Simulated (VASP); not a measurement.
Input of a VASP 6.6.1 run:

Contents of POSCAR:

```
Rh
1.0
    0.0000000000      1.8934895716      1.8934895716
    1.8934895716      0.0000000000      1.8934895716
    1.8934895716      1.8934895716      0.0000000000
Rh
1
Direct
    0.0000000000      0.0000000000      0.0000000000
```

File INCAR.step1:

```
ALGO     = Normal         # electronic algorithm
EDIFF    = 1E-4           # SCF threshold, eV
ENCUT    = 520            # plane-wave cutoff, eV
GGA      = PE             # functional
ISMEAR   = -1             # smearing method
LASPH    = True           # aspherical terms in the spheres
LCHARG   = False          # write CHGCAR
LREAL    = False          # projectors in reciprocal space
LWAVE    = True           # write WAVECAR
NBANDS   = 14             # bands
NELM     = 100            # most SCF steps
PREC     = Accurate       # precision mode
SIGMA    = 0.05           # smearing width, eV
```

INCAR.step2

```
ALGO     = Normal         # electronic algorithm
BPARAM   = 11.95        
CPARAM   = 0.0093       
EDIFF    = 1E-6           # SCF threshold, eV
ENCUT    = 520            # plane-wave cutoff, eV
ISIF     = 2              # what is computed and relaxed
ISMEAR   = -1             # smearing method
ISTART   = 1            
IVDW_NL  = 2            
LASPH    = True           # aspherical terms in the spheres
LCHARG   = False          # write CHGCAR
LMIXTAU  = True         
LREAL    = False          # projectors in reciprocal space
LUSE_VDW = True         
LWAVE    = False          # write WAVECAR
METAGGA  = R2SCAN         # meta-GGA
NBANDS   = 14             # bands
NELM     = 100            # most SCF steps
PREC     = Accurate       # precision mode
SIGMA    = 0.05           # smearing width, eV
```

KPOINTS

```
k-points
0
Gamma
  12 12 12
```

Potentials or basis: VASP PAW PBE potentials, release 64 (Rh_pv).

Command:

```bash
$ cat potpaw_PBE.64/Rh_pv/POTCAR > POTCAR
$ cp INCAR.step1 INCAR
$ mpirun -np 1 vasp_std > vasp.out
$ cp INCAR.step2 INCAR
$ mpirun -np 1 vasp_std > vasp.out
```

**Question.** Estimate the pressure.

**Answer.** 1.6 GPa.

Caveat: the PAW data sets were made with another functional, which shifts forces and pressure a little.
